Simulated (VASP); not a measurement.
Input of a VASP 6.6.1 run:

File INCAR:

```
PREC = Accurate
ENCUT = 520
EDIFF = 1E-6
ISMEAR = -1
SIGMA = 0.05
LREAL = False
LASPH = True
NELM = 60
ALGO = Normal
ISIF = 2
LWAVE = False
LCHARG = True
GGA = CA
LELF = True
LVHAR = True
NBANDS = 10
```

KPOINTS

```
Automatic mesh
0
Gamma
  12 12 12
```

File POSCAR:

```
Re
1.0
    0.0000000000      1.9305686725      1.9305686725
    1.9305686725      0.0000000000      1.9305686725
    1.9305686725      1.9305686725      0.0000000000
Re
1
Direct
    0.0000000000      0.0000000000      0.0000000000
```

Potentials or basis: VASP PAW LDA potentials, release 64 (Re).

Launch:

```sh
$ cat potpaw_LDA.64/Re/POTCAR > POTCAR
$ mpirun -np 1 vasp_std > vasp.out
```

(1) Estimate the pressure.

Answers

(1) 1.4 GPa.
